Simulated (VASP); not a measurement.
# SnO (Pmma) in VASP: single point with PBE

Aim: the single point of SnO with PBE.

All numbers are computed with VASP 6.6.1; they aren't measurements. Logs are shortened: lines on timing, memory, paths and dates and some standing lists are left out, and cuts for length are marked.

## (1) The cell of the first run

It takes space group Pmma (No. 51, orthorhombic). The conventional cell has a = 5.936 Å, b = 3.303 Å, c = 3.815 Å, α = 90.00°, β = 90.00°, γ = 90.00°. Sn (site symmetry mm2) has 2 O at 2.06 Å within 2.7 Å. Within 2.7 Å of O (site symmetry mm2) lie 2 Sn at 2.06 Å.

## (2) Single point, PBE

INCAR reads:

```
ALGO     = Normal         # electronic algorithm
EDIFF    = 1E-6           # SCF threshold, eV
ENCUT    = 520            # plane-wave cutoff, eV
GGA      = PE             # functional
ISIF     = 2              # what is computed and relaxed
ISMEAR   = 0              # smearing method
LASPH    = T              # aspherical terms in the spheres
LCHARG   = T              # write CHGCAR
LELF     = T              # ELF
LREAL    = F              # projectors in reciprocal space
LVHAR    = T            
LWAVE    = F              # write WAVECAR
NBANDS   = 28             # bands
NELM     = 60             # most SCF steps
PREC     = Accurate       # precision mode
SIGMA    = 0.1            # smearing width, eV
```

KPOINTS reads:

```
k-points
0
Gamma
  8 14 12
```

POSCAR reads:

```
SnO
1.0
    5.9362023236      0.0000000000      0.0000000000
    0.0000000000      3.3029816354      0.0000000000
    0.0000000000      0.0000000000      3.8150312453
Sn O
2 2
Direct
    0.7500000000      0.0000000000      0.6137951323
    0.2500000000      0.0000000000      0.3862048677
    0.7500000000      0.5000000000      0.9358936113
    0.2500000000      0.5000000000      0.0641063887
```

Potentials or basis: VASP PAW PBE potentials, release 64 (Sn_d, O).

Command:

```sh
cat potpaw_PBE.64/Sn_d/POTCAR potpaw_PBE.64/O/POTCAR > POTCAR
mpirun -np 1 vasp_std > vasp.out
```

OUTCAR:

```text
EDIFF = 1E-6
   ENCUT = 520
   GGA = PE
   ISIF = 2
   ISMEAR = 0
   LASPH = T
   LREAL = F
   NELM = 60
   PREC = Accurate

 ion  position               nearest neighbor table
   1  0.750  0.000  0.614-   3 2.06   3 2.06   2 3.09   2 3.09
   2  0.250  0.000  0.386-   4 2.06   4 2.06   1 3.09   1 3.09
   3  0.750  0.500  0.936-   1 2.06   1 2.06
   4  0.250  0.500  0.064-   2 2.06   2 2.06

  LATTYP: Found a simple orthorhombic cell.
 ALAT       =     3.3029816354
 B/A-ratio  =     1.1550264780
 C/A-ratio  =     1.7972253494

  Lattice vectors:

 A1 = (   0.0000000000,   3.3029816354,   0.0000000000)
 A2 = (   0.0000000000,   0.0000000000,   3.8150312453)
 A3 = (   5.9362023236,   0.0000000000,   0.0000000000)

Analysis of symmetry for initial positions (statically):
=====================================================================
 Subroutine PRICEL returns:
 Original cell was already a primitive cell.

 Routine SETGRP: Setting up the symmetry group for a
 simple orthorhombic supercell.

 Subroutine GETGRP returns: Found  8 space group operations
 (whereof  4 operations were pure point group operations)
 out of a pool of  8 trial point group operations.

The static configuration has the point symmetry C_2h.
 The point group associated with its full space group is D_2h.

Analysis of symmetry for dynamics (positions and initial velocities):
=====================================================================
 Subroutine PRICEL returns:
 Original cell was already a primitive cell.

 Routine SETGRP: Setting up the symmetry group for a
 simple orthorhombic supercell.

 Subroutine GETGRP returns: Found  8 space group operations
 (whereof  4 operations were pure point group operations)
 out of a pool of  8 trial point group operations.

The dynamic configuration has the point symmetry C_2h.
 The point group associated with its full space group is D_2h.

 Subroutine INISYM returns: Found  8 space group operations
 (whereof  4 operations are pure point group operations),
 and found     1 'primitive' translations

----------------------------------------------------------------------------------------

                                     Primitive cell

  volume of cell :      74.8020

  direct lattice vectors                    reciprocal lattice vectors
     5.936202324  0.000000000  0.000000000     0.168457870  0.000000000  0.000000000
     0.000000000  3.302981635  0.000000000     0.000000000  0.302756754  0.000000000
     0.000000000  0.000000000  3.815031245     0.000000000  0.000000000  0.262121051

  length of vectors
     5.936202324  3.302981635  3.815031245     0.168457870  0.302756754  0.262121051

  position of ions in fractional coordinates (direct lattice)
     0.750000000  0.000000000  0.613795132
     0.250000000  0.000000000  0.386204868
     0.750000000  0.500000000  0.935893611
     0.250000000  0.500000000  0.064106389

  ion indices of the primitive-cell ions
   primitive index   ion index
                 1           1
                 2           2
                 3           3
                 4           4

----------------------------------------------------------------------------------------

 KPOINTS: k-points

Automatic generation of k-mesh.
 Grid dimensions read from file:
 generate k-points for:    8   14   12

 Generating k-lattice:

  Cartesian coordinates                     Fractional coordinates (reciprocal lattice)
     0.021057234  0.000000000  0.000000000     0.125000000  0.000000000  0.000000000
     0.000000000  0.021625482  0.000000000     0.000000000  0.071428571  0.000000000
     0.000000000  0.000000000  0.021843421     0.000000000  0.000000000  0.083333333

  Length of vectors
     0.021057234  0.021625482  0.021843421

  Shift w.r.t. Gamma in fractional coordinates (k-lattice)
     0.000000000  0.000000000  0.000000000

 Subroutine IBZKPT returns following result:
 ===========================================

 Found    280 irreducible k-points:

 Following reciprocal coordinates:
            Coordinates               Weight
  0.000000  0.000000  0.000000      1.000000
  0.125000  0.000000  0.000000      2.000000
  0.250000  0.000000  0.000000      2.000000
  0.375000  0.000000  0.000000      2.000000
  0.500000  0.000000  0.000000      1.000000
  0.000000  0.071429  0.000000      2.000000
[... 16 lines left out ...]
  0.250000  0.285714  0.000000      4.000000
  0.375000  0.285714  0.000000      4.000000
 [... further k-points ...]
   k-points           NKPTS =    280   k-points in BZ     NKDIM =    280   number of bands    NBANDS=     28
   number of dos      NEDOS =    301   number of ions     NIONS =      4
   total plane-waves  NPLWV =  37632
   dimension x,y,z NGX =    48 NGY =   28 NGZ =   28
   dimension x,y,z NGXF=    96 NGYF=   56 NGZF=   56
   ions per type =               2   2
   NGX,Y,Z   is equivalent  to a cutoff of  13.44, 14.09, 12.20 a.u.
   NGXF,Y,Z  is equivalent  to a cutoff of  26.89, 28.19, 24.40 a.u.
 SYSTEM =  unknown system
   PREC   = accura    normal or accurate (medium, high low for compatibility)
   ISTART =      0    job   : 0-new  1-cont  2-samecut
   ICHARG =      2    charge: 1-file 2-atom 10-const
   ISPIN  =      1    spin polarized calculation?
   LNONCOLLINEAR =      F non collinear calculations
   LSORBIT =      F    spin-orbit coupling
   LASPH  =      T    aspherical Exc in radial PAW
   ENCUT  =  520.0 eV  38.22 Ry    6.18 a.u.  11.04  6.14  7.09*2*pi/ulx,y,z
   NELM   =     60;   NELMIN=  2; NELMDL= -5     # of ELM steps
   EDIFF  = 0.1E-05   stopping-criterion for ELM
   LREAL  =      F    real-space projection
   EDIFFG = 0.1E-04   stopping-criterion for IOM
   NSW    =      0    number of steps for IOM
   IBRION =     -1    ionic relax: 0-MD 1-quasi-New 2-CG
   NFREE  =      0    steps in history (QN), initial steepest desc. (CG)
   ISIF   =      2    stress and relaxation
   ISYM   =      2    0-nonsym 1-usesym 2-fastsym
   POTIM  = 0.5000    time-step for ionic-motion
   TEBEG  =    0.0;   TEEND  =   0.0 temperature during run
   PSTRESS=    0.0 pullay stress
   NELECT =      40.0000    total number of electrons
   NUPDOWN=      -1.0000    fix difference up-down
   EMIN   =  10.00;   EMAX   =-10.00  energy-range for DOS
   EFERMI =   0.00;   METHOD = LEGACY
   ISMEAR =     0;   SIGMA  =   0.10  broadening in eV -4-tet -1-fermi 0-gaus
   EFERMI_NEDOS =   21; number of points for ismear=-14 and -15
   IALGO  =     38    algorithm
   IMIX   =      4    mixing-type and parameters
     AMIX     =   0.40;   BMIX     =  1.00
     AMIX_MAG =   1.60;   BMIX_MAG =  1.00
  volume/ion in A,a.u.               =      18.70       126.20
  Fermi-wavevector in a.u.,A,eV,Ry     =   1.328793  2.511054 24.023665  1.765690
  Thomas-Fermi vector in A             =   2.458003
   LORBIT       =      0    0 simple, 1 ext, 2 COOP (PROOUT), +10 PAW based schemes
   GGA     = PE    functional components
   LHFCALC =     F    Hartree Fock is set to
   AEXX    =    0.0000 exact exchange contribution
   IVDW    =     0    specifies the selected vdW correction
   LEPSILON=     F    determine dielectric tensor
   LRPA    =     F    only Hartree local field effects (RPA)
 non-spin polarized calculation
 Gauss-broadening in eV      SIGMA  =   0.10
  energy-cutoff  :      520.00
  volume of cell :       74.80
 maximum number of plane-waves:      2048
 NGX is ok and might be reduce to    48
   NGX = 23   NGY = 13   NGZ = 15

 number of electron      40.0000000 magnetization

 Free energy of the ion-electron system (eV)
  ---------------------------------------------------
  ext. energy  EPLUGINS =         0.00000000
  ---------------------------------------------------
  free energy    TOTEN  =       -21.08001734 eV

  energy without entropy =      -21.07746366  energy(sigma->0) =      -21.07874050

 E-fermi :   5.4333     XC(G=0):  -9.9742

 val. band max:        5.4211946192   @ k =   0.0000   0.2143   0.3333
 cond. band min:       5.4370100635   @ k =   0.0000   0.3571   0.4167
 fundamental gap:      0.0158154443
 Fermi energy:         5.4332723886

 k-point     1 :       0.0000    0.0000    0.0000
  band No.  band energies     occupation
      1     -15.9683      2.00000
      2     -15.8236      2.00000
      3     -15.5970      2.00000
      4     -15.5662      2.00000
      5     -15.5557      2.00000
      6     -15.5555      2.00000
[... 20 lines left out ...]
     27      16.1515      0.00000
     28      16.3684      0.00000

 k-point     2 :       0.1250    0.0000    0.0000
  band No.  band energies     occupation
      1     -15.9637      2.00000
      2     -15.8300      2.00000
      3     -15.6021      2.00000
      4     -15.5835      2.00000
      5     -15.5561      2.00000
      6     -15.5559      2.00000
[... 20 lines left out ...]
     27      15.7214      0.00000
     28      16.0230      0.00000

 k-point     3 :       0.2500    0.0000    0.0000
  band No.  band energies     occupation
      1     -15.9503      2.00000
      2     -15.8480      2.00000
      3     -15.6110      2.00000
      4     -15.6014      2.00000
      5     -15.5571      2.00000
      6     -15.5564      2.00000
[... 20 lines left out ...]
     27      15.2593      0.00000
     28      15.4070      0.00000

 k-point     4 :       0.3750    0.0000    0.0000
  band No.  band energies     occupation
      1     -15.9292      2.00000
      2     -15.8739      2.00000
      3     -15.6171      2.00000
      4     -15.6130      2.00000
      5     -15.5577      2.00000
      6     -15.5570      2.00000
[... 20 lines left out ...]
     27      14.8043      0.00000
     28      14.9253      0.00000

 k-point     5 :       0.5000    0.0000    0.0000
  band No.  band energies     occupation
      1     -15.9025      2.00000
      2     -15.9025      2.00000
      3     -15.6181      2.00000
      4     -15.6181      2.00000
      5     -15.5576      2.00000
      6     -15.5576      2.00000
[... 20 lines left out ...]
     27      14.7199      0.00000
     28      14.7199      0.00000

 k-point     6 :       0.0000    0.0714    0.0000
  band No.  band energies     occupation
      1     -15.9620      2.00000
      2     -15.8221      2.00000
      3     -15.5967      2.00000
      4     -15.5675      2.00000
      5     -15.5629      2.00000
      6     -15.5541      2.00000
[... 463 lines left out ...]
      5     -15.5490      2.00000
      6     -15.5437      2.00000
[... 20 lines left out ...]
     27      13.7081      0.00000
     28      16.0027      0.00000

 k-point    22 :       0.1250    0.2857    0.0000
  band No.  band energies     occupation
      1     -15.9290      2.00000
      2     -15.8794      2.00000
      3     -15.6692      2.00000
      4     -15.5744      2.00000
      5     -15.5661      2.00000
      6     -15.5378      2.00000
[... 20 lines left out ...]
     27      13.9049      0.00000
     28      15.7778      0.00000

 k-point    23 :       0.2500    0.2857    0.0000
  band No.  band energies     occupation
      1     -15.9226      2.00000
      2     -15.8844      2.00000
      3     -15.6683      2.00000
      4     -15.6031      2.00000
      5     -15.5559      2.00000
      6     -15.5249      2.00000
[... 20 lines left out ...]
     27      14.7149      0.00000
     28      15.3383      0.00000

 k-point    24 :       0.3750    0.2857    0.0000
  band No.  band energies     occupation
      1     -15.9132      2.00000
      2     -15.8924      2.00000
      3     -15.6626      2.00000
      4     -15.6294      2.00000
      5     -15.5404      2.00000
      6     -15.5160      2.00000
[... 20 lines left out ...]
     27      15.1827      0.00000
     28      15.2917      0.00000

 [... further k-points ...]

------------------------ aborting loop because EDIFF is reached ----------------------------------------

  FORCE on cell =-STRESS in cart. coord.  units (eV):
  Direction    XX          YY          ZZ          XY          YZ          ZX
  --------------------------------------------------------------------------------------
  -------------------------------------------------------------------------------------
  Total       -0.0513741      0.2411024      0.0903471      0.0000000      0.0000000      0.0000000
  in kB       -1.1003774      5.1641544      1.9351382      0.0000000      0.0000000      0.0000000
  external PRESSURE =       1.9996384 kB  Pullay stress =       0.0000000 kB

 VOLUME and BASIS-vectors are now :
 -----------------------------------------------------------------------------
  energy-cutoff  :      520.00
  volume of cell :       74.80
      direct lattice vectors                 reciprocal lattice vectors
     5.936202324  0.000000000  0.000000000     0.168457870  0.000000000  0.000000000
     0.000000000  3.302981635  0.000000000     0.000000000  0.302756754  0.000000000
     0.000000000  0.000000000  3.815031245     0.000000000  0.000000000  0.262121051

 POSITION                                       TOTAL-FORCE (eV/Angst)
 -----------------------------------------------------------------------------------
      4.45215      0.00000      2.34165        -0.000000      0.000000     -0.071391
      1.48405      0.00000      1.47338         0.000000     -0.000000      0.071391
      4.45215      1.65149      3.57046        -0.000000      0.000000      0.070598
      1.48405      1.65149      0.24457         0.000000      0.000000     -0.070598
 -----------------------------------------------------------------------------------
    total drift:                                0.000000      0.000000     -0.000000

  FREE ENERGIE OF THE ION-ELECTRON SYSTEM (eV)
  ---------------------------------------------------
  free  energy   TOTEN  =       -21.0800173402 eV

  energy  without entropy=      -21.0774636622  energy(sigma->0) =      -21.07874050
```

It took 6.1 min on 1 thread of Intel Xeon Platinum 8259CL at 2.50GHz (Skylake/Cascade Lake), shared host; peak memory 0.54 GiB.

What came out:

* Free energy: -21.0800 eV
* Pressure: 0.2 GPa
* Largest force: 0.071 eV/Å
* Band gap on the k mesh: zero (bands 20 and 21 overlap by 0.35 eV)

Forces in eV/Å, atoms in the order of the input:
```
Sn   0.000  0.000 -0.071
Sn   0.000  0.000  0.071
O    0.000  0.000  0.071
O    0.000  0.000 -0.071
```

Caveat: semilocal functionals underestimate gaps, and a narrow one can read as zero; spin-orbit coupling is left out, which moves the levels of the heavy elements.
